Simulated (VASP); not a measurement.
# SrO (Fm-3m) in VASP: further runs

The runs below take SrO through relaxation of cell and atoms, with PBE.

Everything below comes from runs of VASP 6.6.1. Logs are shortened: lines on timing, memory, paths and dates and some standing lists are left out, and cuts for length are marked.

### Step 1. The cell of the first run

Symmetry: Fm-3m, No. 225, cubic system. Conventional cell: a = 5.133 Å, b = 5.133 Å, c = 5.133 Å, α = 90.00°, β = 90.00°, γ = 90.00°. Sr (site symmetry m-3m) has 6 O at 2.57 Å within 3.4 Å. O (site symmetry m-3m) has 6 Sr at 2.57 Å within 3.4 Å.

### Step 2. Relaxation of cell and atoms, PBE, target pressure 20 GPa, at which the enthalpy is minimised

The input, INCAR:

```
SYSTEM = SrO
  PREC = Accurate
  ENCUT = 600
  EDIFF = 1E-6
  ISMEAR = -1
  SIGMA = 0.05
  LREAL = .FALSE.
  LASPH = .TRUE.
  NELM = 100
  ALGO = Normal
  ISIF = 3
  LWAVE = .FALSE.
  LCHARG = .FALSE.
  GGA = PE
  IBRION = 2
  NSW = 60
  EDIFFG = -0.01
  PSTRESS = 200.0
```

The input, KPOINTS:

```
regular mesh
0
G
  9 9 9
  0 0 0
```

The input, POSCAR:

```
SrO
1.0
    0.0000000000      2.5663000000      2.5663000000
    2.5663000000      0.0000000000      2.5663000000
    2.5663000000      2.5663000000      0.0000000000
Sr O
1 1
Direct
    0.5000000000      0.5000000000      0.5000000000
    0.0000000000      0.0000000000      0.0000000000
```

Potentials or basis: VASP PAW PBE potentials, release 64 (Sr_sv, O).

Launch:

```
> cat potpaw_PBE.64/Sr_sv/POTCAR potpaw_PBE.64/O/POTCAR > POTCAR
> mpirun -np 1 vasp_std > vasp.out
```

OUTCAR:

```text
SYSTEM = SrO
   PREC = Accurate
   ENCUT = 600
   EDIFF = 1E-6
   ISMEAR = -1
   LREAL = .FALSE.
   LASPH = .TRUE.
   NELM = 100
   ISIF = 3
   GGA = PE
   IBRION = 2
   NSW = 60
   EDIFFG = -0.01
   PSTRESS = 200.0

 ion  position               nearest neighbor table
   1  0.500  0.500  0.500-   2 2.57   2 2.57   2 2.57   2 2.57   2 2.57   2 2.57
   2  0.000  0.000  0.000-   1 2.57   1 2.57   1 2.57   1 2.57   1 2.57   1 2.57

  LATTYP: Found a face centered cubic cell.
 ALAT       =     5.1326000000

  Lattice vectors:

 A1 = (   0.0000000000,   2.5663000000,   2.5663000000)
 A2 = (   2.5663000000,   0.0000000000,   2.5663000000)
 A3 = (   2.5663000000,   2.5663000000,   0.0000000000)

Analysis of symmetry for initial positions (statically):
=====================================================================
 Subroutine PRICEL returns:
 Original cell was already a primitive cell.

 Routine SETGRP: Setting up the symmetry group for a
 face centered cubic supercell.

 Subroutine GETGRP returns: Found 48 space group operations
 (whereof 48 operations were pure point group operations)
 out of a pool of 48 trial point group operations.

The static configuration has the point symmetry O_h .

Analysis of symmetry for dynamics (positions and initial velocities):
=====================================================================
 Subroutine PRICEL returns:
 Original cell was already a primitive cell.

 Routine SETGRP: Setting up the symmetry group for a
 face centered cubic supercell.

 Subroutine GETGRP returns: Found 48 space group operations
 (whereof 48 operations were pure point group operations)
 out of a pool of 48 trial point group operations.

The dynamic configuration has the point symmetry O_h .

 Subroutine INISYM returns: Found 48 space group operations
 (whereof 48 operations are pure point group operations),
 and found     1 'primitive' translations

----------------------------------------------------------------------------------------

                                     Primitive cell

  volume of cell :      33.8028

  direct lattice vectors                    reciprocal lattice vectors
     0.000000000  2.566300000  2.566300000    -0.194833028  0.194833028  0.194833028
     2.566300000  0.000000000  2.566300000     0.194833028 -0.194833028  0.194833028
     2.566300000  2.566300000  0.000000000     0.194833028  0.194833028 -0.194833028

  length of vectors
     3.629296265  3.629296265  3.629296265     0.337460704  0.337460704  0.337460704

  position of ions in fractional coordinates (direct lattice)
     0.500000000  0.500000000  0.500000000
     0.000000000  0.000000000  0.000000000

  ion indices of the primitive-cell ions
   primitive index   ion index
                 1           1
                 2           2

----------------------------------------------------------------------------------------

 KPOINTS: regular mesh

Automatic generation of k-mesh.
 Grid dimensions read from file:
 generate k-points for:    9    9    9

 Generating k-lattice:

  Cartesian coordinates                     Fractional coordinates (reciprocal lattice)
    -0.021648114  0.021648114  0.021648114     0.111111111  0.000000000  0.000000000
     0.021648114 -0.021648114  0.021648114     0.000000000  0.111111111  0.000000000
     0.021648114  0.021648114 -0.021648114     0.000000000  0.000000000  0.111111111

  Length of vectors
     0.037495634  0.037495634  0.037495634

  Shift w.r.t. Gamma in fractional coordinates (k-lattice)
     0.000000000  0.000000000  0.000000000

 Subroutine IBZKPT returns following result:
 ===========================================

 Found     35 irreducible k-points:

 Following reciprocal coordinates:
            Coordinates               Weight
  0.000000  0.000000  0.000000      1.000000
  0.111111  0.000000  0.000000      8.000000
  0.222222  0.000000  0.000000      8.000000
  0.333333  0.000000  0.000000      8.000000
  0.444444  0.000000  0.000000      8.000000
  0.111111  0.111111  0.000000      6.000000
[... 16 lines left out ...]
 -0.333333  0.333333  0.000000     12.000000
  0.444444  0.444444  0.000000      6.000000
 [... further k-points ...]
   k-points           NKPTS =     35   k-points in BZ     NKDIM =     35   number of bands    NBANDS=     12
   number of dos      NEDOS =    301   number of ions     NIONS =      2
   total plane-waves  NPLWV =  27000
   dimension x,y,z NGX =    30 NGY =   30 NGZ =   30
   dimension x,y,z NGXF=    60 NGYF=   60 NGZF=   60
   ions per type =               1   1
   NGX,Y,Z   is equivalent  to a cutoff of  13.74, 13.74, 13.74 a.u.
   NGXF,Y,Z  is equivalent  to a cutoff of  27.48, 27.48, 27.48 a.u.
 SYSTEM =  SrO
   PREC   = accura    normal or accurate (medium, high low for compatibility)
   ISTART =      0    job   : 0-new  1-cont  2-samecut
   ICHARG =      2    charge: 1-file 2-atom 10-const
   ISPIN  =      1    spin polarized calculation?
   LNONCOLLINEAR =      F non collinear calculations
   LSORBIT =      F    spin-orbit coupling
   LASPH  =      T    aspherical Exc in radial PAW
   ENCUT  =  600.0 eV  44.10 Ry    6.64 a.u.   7.25  7.25  7.25*2*pi/ulx,y,z
   NELM   =    100;   NELMIN=  2; NELMDL= -5     # of ELM steps
   EDIFF  = 0.1E-05   stopping-criterion for ELM
   LREAL  =      F    real-space projection
   EDIFFG = -.1E-01   stopping-criterion for IOM
   NSW    =     60    number of steps for IOM
   IBRION =      2    ionic relax: 0-MD 1-quasi-New 2-CG
   NFREE  =      1    steps in history (QN), initial steepest desc. (CG)
   ISIF   =      3    stress and relaxation
   ISYM   =      2    0-nonsym 1-usesym 2-fastsym
   POTIM  = 0.5000    time-step for ionic-motion
   TEBEG  =    0.0;   TEEND  =   0.0 temperature during run
   PSTRESS=  200.0 pullay stress
   NELECT =      16.0000    total number of electrons
   NUPDOWN=      -1.0000    fix difference up-down
   EMIN   =  10.00;   EMAX   =-10.00  energy-range for DOS
   EFERMI =   0.00;   METHOD = LEGACY
   ISMEAR =    -1;   SIGMA  =   0.05  broadening in eV -4-tet -1-fermi 0-gaus
   EFERMI_NEDOS =   21; number of points for ismear=-14 and -15
   IALGO  =     38    algorithm
   IMIX   =      4    mixing-type and parameters
     AMIX     =   0.40;   BMIX     =  1.00
     AMIX_MAG =   1.60;   BMIX_MAG =  1.00
  volume/ion in A,a.u.               =      16.90       114.06
  Fermi-wavevector in a.u.,A,eV,Ry     =   1.275843  2.410995 22.147245  1.627777
  Thomas-Fermi vector in A             =   2.408533
   LORBIT       =      0    0 simple, 1 ext, 2 COOP (PROOUT), +10 PAW based schemes
   GGA     = PE    functional components
   LHFCALC =     F    Hartree Fock is set to
   AEXX    =    0.0000 exact exchange contribution
   IVDW    =     0    specifies the selected vdW correction
   LEPSILON=     F    determine dielectric tensor
   LRPA    =     F    only Hartree local field effects (RPA)
 conjugate gradient relaxation of ions
 non-spin polarized calculation
  energy-cutoff  :      600.00
  volume of cell :       33.80
 maximum number of plane-waves:      1147
 NGX is ok and might be reduce to    30
   NGX = 15   NGY = 15   NGZ = 15

--------------------------------------- Ionic step        1  -------------------------------------------

 number of electron      15.9999997 magnetization

 Free energy of the ion-electron system (eV)
  ---------------------------------------------------
  ext. energy  EPLUGINS =         0.00000000
  ---------------------------------------------------
  free energy    TOTEN  =       -12.03870930 eV

  energy without entropy =      -12.03870930  energy(sigma->0) =      -12.03870930

------------------------ aborting loop because EDIFF is reached ----------------------------------------

  FORCE on cell =-STRESS in cart. coord.  units (eV):
  Direction    XX          YY          ZZ          XY          YZ          ZX
  --------------------------------------------------------------------------------------
  -------------------------------------------------------------------------------------
  Total        0.8082366      0.8082366      0.8082366      0.0000000      0.0000000     -0.0000000
  in kB       38.3086506     38.3086506     38.3086506      0.0000000      0.0000000     -0.0000000
  external PRESSURE =    -161.6913494 kB  Pullay stress =     200.0000000 kB
[... 99 lines left out ...]
  enthalpy is  TOTEN    =        -8.0356603934 eV   P V=        3.7471716414

--------------------------------------- Ionic step        4  -------------------------------------------

 number of electron      16.0000002 magnetization

 Free energy of the ion-electron system (eV)
  ---------------------------------------------------
  ext. energy  EPLUGINS =         0.00000000
  ---------------------------------------------------
  free energy    TOTEN  =       -11.77219854 eV

  energy without entropy =      -11.77219853  energy(sigma->0) =      -11.77219854

 E-fermi :   3.5012     XC(G=0): -10.6432

 val. band max:        2.3219473808   @ k =   0.4444   0.4444   0.0000
 cond. band min:       5.5273075209   @ k =   0.4444   0.4444   0.0000
 fundamental gap:      3.2053601401
 Fermi energy:         3.5012268354

 k-point     1 :       0.0000    0.0000    0.0000
  band No.  band energies     occupation
      1     -29.6794      2.00000
      2     -12.9334      2.00000
      3     -11.1457      2.00000
      4     -11.1457      2.00000
      5     -11.1457      2.00000
      6       2.3135      2.00000
      7       2.3135      2.00000
      8       2.3135      2.00000
      9       7.2829      0.00000
     10       8.7807      0.00000
     11       8.7807      0.00000
     12       8.7807      0.00000
[... 331 lines left out ...]
 k-point    24 :       0.4444    0.4444    0.0000
  band No.  band energies     occupation
      1     -29.3791      2.00000
      2     -13.2616      2.00000
      3     -12.2244      2.00000
      4     -11.6736      2.00000
      5     -11.6736      2.00000
      6       2.0091      2.00000
      7       2.3219      2.00000
      8       2.3219      2.00000
      9       5.5273      0.00000
     10      11.0394      0.00000
     11      13.2572      0.00000
     12      13.8790      0.00000

 [... further k-points ...]

------------------------ aborting loop because EDIFF is reached ----------------------------------------

  FORCE on cell =-STRESS in cart. coord.  units (eV):
  Direction    XX          YY          ZZ          XY          YZ          ZX
  --------------------------------------------------------------------------------------
  -------------------------------------------------------------------------------------
  Total        3.7195362      3.7195362      3.7195362     -0.0000000      0.0000000     -0.0000000
  in kB      199.0996405    199.0996405    199.0996405     -0.0000000      0.0000000     -0.0000000
  external PRESSURE =      -0.9003595 kB  Pullay stress =     200.0000000 kB
[... 17 lines left out ...]
  FREE ENERGIE OF THE ION-ELECTRON SYSTEM (eV)
  ---------------------------------------------------
  free  energy   TOTEN  =       -11.7721985350 eV

  energy  without entropy=      -11.7721985350  energy(sigma->0) =      -11.77219854

  enthalpy is  TOTEN    =        -8.0358420011 eV   P V=        3.7363565339

 reached required accuracy - stopping structural energy minimisation
```

Wall time 61 s (1 thread of AMD EPYC 9R14 (Zen 4), shared host); peak memory 0.15 GiB.

Results:

- Free energy: -11.7722 eV
- Relaxed volume: 14.97 Å³/atom
- Relaxed cell: a = 3.485 Å, b = 3.485 Å, c = 3.485 Å, α = 60.00°, β = 60.00°, γ = 60.00°
- Space group after relaxing (to 0.1 Å): Fm-3m (No. 225)
- Energy change on relaxing (the run minimises the enthalpy): +133.3 meV/atom
- Ionic steps: 4
- Pressure after relaxing: 19.9 GPa
- Band gap on the k mesh: 3.21 eV

Step by step:
| step | energy change (eV) | largest force (eV/Å) | pressure (GPa) | volume (Å³) |
| --- | --- | --- | --- | --- |
| 1 | 0.0000 | 0.0000 | 3.83 | 33.80 |
| 2 | 1.0567 | 0.0000 | 49.87 | 26.13 |
| 3 | 0.2559 | 0.0000 | 19.43 | 30.02 |
| 4 | 0.2665 | 0.0000 | 19.91 | 29.93 |

Final structure:
```
CELL_PARAMETERS angstrom
0.00000 2.46433 2.46433
2.46433 0.00000 2.46433
2.46433 2.46433 0.00000
ATOMIC_POSITIONS crystal
Sr 0.50000 0.50000 0.50000
O 0.00000 0.00000 0.00000
```

Caveat: the cell is relaxed towards a set pressure, so the run minimises the enthalpy, not the energy; an odd mesh through Γ misses points on the zone boundary, where band edges can lie.

(Continued in part 2 of 2.)
